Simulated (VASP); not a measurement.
Si3F2: relaxation of cell and atoms with PBE

Crystal: Si3F2.

```
CELL_PARAMETERS angstrom
0.00000 3.60320 3.64536
3.18382 0.00000 3.64536
3.18382 3.60320 0.00000
ATOMIC_POSITIONS crystal
Si 0.00000 0.00000 0.00000
Si 0.64193 0.64193 0.35807
Si 0.35807 0.35807 0.64193
F 0.68492 0.31508 0.68492
F 0.31508 0.68492 0.31508
```

The cell was built from a structure type or drawn by symmetry, and may not be a known phase.

```json
{"Program": "VASP 6.6.1", "Task": "relaxation of cell and atoms", "Functional": "PBE", "Potentials or basis": "VASP PAW PBE potentials, release 64 (Si, F)", "Cutoff": "600 eV", "k mesh": "4 × 4 × 4", "Occupations": "gaussian, width 0.1 eV", "Spin": "no spin polarisation", "Dipole correction": "no", "Further INCAR settings": "ALGO = Normal; EDIFF = 1e-07; IBRION = 2; EDIFFG = -0.04; NSW = 90; ISIF = 3"}
```

```
Relaxed volume                        : 16.45 Å³/atom
Relaxed cell                          : a = 5.894 Å, b = 4.331 Å, c = 5.296 Å, α = 74.75°, β = 45.15°, γ = 60.10°
Space group after relaxing (to 0.1 Å) : Fmmm (No. 69)
Energy gained by relaxing             : 1270.8 meV/atom
Ionic steps                           : 42
Pressure after relaxing               : 0.0 GPa
Largest force after relaxing          : 0.033 eV/Å
Band gap on the k mesh                : zero (bands 13 and 14 overlap by 2.23 eV)
```

Forces on the atoms (eV/Å):
```
Si   0.000  0.000  0.000
Si   0.000  0.000 -0.033
Si   0.000  0.000  0.033
F    0.000  0.021  0.000
F    0.000 -0.021  0.000
```

Stress tensor (GPa, compression positive):
```
 0.17  0.00  0.00
 0.00  0.01  0.00
 0.00  0.00 -0.10
```

The path:
```csv
step,energy change (eV),largest force (eV/Å),pressure (GPa),volume (Å³)
1,0.0000,10.3030,26.86,83.64
3,-4.2970,0.7788,-5.35,100.21
5,-4.3125,0.9060,-4.08,98.38
7,-5.2778,1.2765,2.06,76.08
9,-5.6079,0.7426,3.04,71.28
11,-5.7804,0.6545,2.05,73.59
13,-5.8680,0.3396,1.42,75.64
15,-5.9229,0.2252,-1.31,79.45
17,-5.9916,0.1198,1.55,75.71
19,-6.0160,0.2760,1.80,75.30
21,-6.0378,0.8715,3.38,74.78
23,-6.0592,1.2010,5.68,75.95
25,-6.1115,0.9138,3.47,76.34
27,-6.1723,0.4545,-0.21,79.26
29,-6.2165,0.2769,-0.27,80.06
31,-6.2604,0.3470,-0.02,81.41
33,-6.3275,0.2665,-0.10,82.84
35,-6.3384,0.2189,-0.40,82.90
37,-6.3496,0.1395,-0.47,82.31
39,-6.3519,0.0558,0.14,81.78
41,-6.3532,0.0442,0.11,81.92
42,-6.3538,0.0335,0.02,82.24
```

Final structure:
```yaml
crystal:
  lattice:
    - [0.00000, 4.69221, 3.56738]
    - [2.45667, 0.00000, 3.56738]
    - [2.45667, 4.69221, 0.00000]
  atoms:
    - { symbol: Si, position: [0.00000, 0.00000, 0.00000] }
    - { symbol: Si, position: [0.66390, 0.66390, 0.33610] }
    - { symbol: Si, position: [0.33610, 0.33610, 0.66390] }
    - { symbol: F, position: [0.81909, 0.18091, 0.81909] }
    - { symbol: F, position: [0.18091, 0.81909, 0.18091] }
```

Levels at points of the mesh, in eV from the Fermi level:
| k point | band 11 | band 12 | band 13 | band 14 | band 15 | band 16 |
| --- | --- | --- | --- | --- | --- | --- |
| (0.00, 0.00, 0.00) | -2.86 | -2.63 | -1.41 | -0.88 | -0.07 | 1.82 |
| (0.50, 0.00, 0.00) | -3.11 | -1.96 | -0.05 | 1.09 | 2.08 | 2.13 |
| (0.50, 0.50, 0.00) | -3.18 | -3.14 | 0.64 | 0.74 | 3.35 | 4.78 |
| (0.50, 0.00, 0.50) | -2.71 | -2.58 | -2.17 | -1.50 | -0.37 | 1.52 |
| (0.00, 0.50, 0.50) | -3.53 | -3.29 | 0.43 | 0.76 | 4.06 | 4.74 |

Run time: 7.5 min on 1 thread of Intel(R) Xeon(R) 6975P-C (Granite Rapids), with other jobs on the host, peak memory 0.27 GiB.

Caveat: the k points lie up to 0.42 Å⁻¹ apart in the final cell, too coarse for converged energies and pressures of a metal.
